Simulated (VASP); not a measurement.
## BN: single point with r2SCAN

Crystal: BN.

```
B N
1.0
     2.60415    0.00000    0.00000
    -1.30208    2.08178    0.00000
     0.00000    0.00000    6.66120
B N
2 2
Direct
  0.33333 0.66667 0.25000
  0.66667 0.33333 0.75000
  0.33333 0.66667 0.75000
  0.66667 0.33333 0.25000
```

This cell differs from its parent crystal: strain +0.0400 x Voigt [1, -1, 0, 0, 0, 0].

| Item | Value |
| --- | --- |
| Program | VASP 6.6.1 |
| Task | single point |
| Functional | r2SCAN |
| Potentials or basis | VASP PAW PBE potentials, release 64 (B, N) |
| Cutoff | 520 eV |
| k mesh | 12 × 12 × 4 |
| Occupations | gaussian, width 0.05 eV |
| Spin | no spin polarisation |
| Dipole correction | no |
| Further INCAR settings | ALGO = Normal; EDIFF = 1e-06; NBANDS = 16 |

```json
{"Pressure": "1.8 GPa", "Largest force": "1.185 eV/Å", "Band gap on the k mesh": "4.60 eV (least direct gap 5.32 eV)"}
```

Forces on the atoms (eV/Å):
```
B    0.000 -1.169  0.000
B    0.000  1.169  0.000
N    0.000 -1.185  0.000
N    0.000  1.185  0.000
```

Stress tensor (GPa, compression positive):
```
-28.56   0.00   0.00
  0.00  33.46   0.00
  0.00   0.00   0.56
```

Levels at points of the mesh, in eV from the valence-band top:
| k point | band 5 | band 6 | band 7 | band 8 | band 9 | band 10 | band 11 | band 12 |
| --- | --- | --- | --- | --- | --- | --- | --- | --- |
| (0.00, 0.00, 0.00) | -1.55 | -1.50 | -1.34 | -1.30 | 5.47 | 10.92 | 11.38 | 11.41 |
| (0.50, 0.00, 0.00) | -3.94 | -3.87 | -1.81 | -0.75 | 4.60 | 6.26 | 10.64 | 11.51 |
| (0.00, 0.50, 0.00) | -5.16 | -5.08 | -0.98 | -0.15 | 5.16 | 6.16 | 8.83 | 8.88 |
| (0.00, 0.00, 0.50) | -1.53 | -1.53 | -1.32 | -1.32 | 7.90 | 7.90 | 11.44 | 11.44 |
| (0.50, 0.00, 0.50) | -3.91 | -3.91 | -1.27 | -1.27 | 5.16 | 5.16 | 11.36 | 11.36 |
| (0.00, 0.50, 0.50) | -5.12 | -5.12 | -0.53 | -0.53 | 5.43 | 5.43 | 8.96 | 8.96 |

Run time: 4.7 min on 1 thread of AMD EPYC 7R43 64-Core Processor (Zen 3), with other jobs on the host, peak memory 0.16 GiB.

Caveat: the cell differs from its parent crystal (strain +0.0400 x Voigt [1, -1, 0, 0, 0, 0]); the stress differs along the axes, from -29 to 33 GPa; the PAW data sets were made with another functional, which shifts forces and pressure a little. A k mesh can miss the band edges.
